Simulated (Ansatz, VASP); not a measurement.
**One calculation of W, two programs**

```
W
1.0
     2.75108    0.00000    0.00000
    -1.37554    2.38251    0.00000
     0.00000    0.00000   10.03578
W
4
Cartesian
  0.0000 1.5883 3.8266
  1.3755 0.7942 8.8445
  1.3755 0.7942 6.2092
  0.0000 1.5883 1.1913
```

Alike in both runs: functional PBEsol; k mesh 6 × 6 × 4; occupations gaussian, width 0.1 eV; no spin polarisation.

Ansatz relaxed the structure, and its values are those at the end. VASP's run is a single point on that final structure, the one shown.

```csv
,VASP,Ansatz
version,VASP 6.6.1,Ansatz 0.2.0
potentials or method,"VASP PAW PBE potentials, release 64 (W_sv), cutoff 520 eV","scalar-relativistic, plane waves, PAW"
valence electrons in the cell,56,56
```

Ansatz gave:

| Item | Value |
| --- | --- |
| gap on the k mesh at the Fermi level (eV) | none |
| pressure (GPa) | 0.0 |

Question: Which values does VASP return?

Answer: gap on the k mesh at the Fermi level (eV): none; pressure (GPa): 0.8.

VASP's potentials were made for PBE, not for PBEsol. A gap of «none» marks a metal or a gap that the smearing closes. With one functional, cell and mesh, what is left measures potentials, basis and numerics.

The k mesh is coarse, so the values compare programs but aren't converged. Neither program's run includes spin-orbit coupling.
